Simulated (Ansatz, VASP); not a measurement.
**MgO in VASP and in Ansatz**

```
Mg O
1.0
     3.47722    0.00000    0.00000
    -1.73861    3.01136    0.00000
     0.00000    0.00000    4.65564
Mg O
2 2
Direct
  0.33333 0.66667 0.98679
  0.66667 0.33333 0.48679
  0.33333 0.66667 0.39828
  0.66667 0.33333 0.89828
```

Alike in both runs: task single point; functional PBE; k mesh 9 × 9 × 6; occupations gaussian, width 0.05 eV; no spin polarisation.

|  | VASP | Ansatz |
| --- | --- | --- |
| version | VASP 6.6.1 | Ansatz 0.2.0 |
| potentials or method | VASP PAW PBE potentials, release 64 (Mg, O), cutoff 520 eV | scalar-relativistic, plane waves, PAW |
| valence electrons in the cell | 16 | 32 |

|  | VASP | Ansatz | Ansatz less VASP |
| --- | --- | --- | --- |
| gap on the k mesh at the Fermi level (eV) | 3.10 | 3.12 | +0.022 |
| least direct gap on the mesh (eV) | 3.10 | 3.12 | +0.022 |
| pressure (GPa) | -1.7 | -1.2 | +0.48 |
| traceless stress, the component that is largest in VASP (GPa) | 10.39 | 10.26 | -0.129 |
| rms of the force components (eV/Å) | 0.547 | 0.541 | -0.0060 |

Atom by atom the forces differ by 0.006 eV/Å (rms over components). The functional is the same, so the differences come from potentials, cutoffs and numerics. VASP's potentials hold 16 valence electrons a cell and Ansatz's 32, so a difference there can come from the potentials and not from the codes.
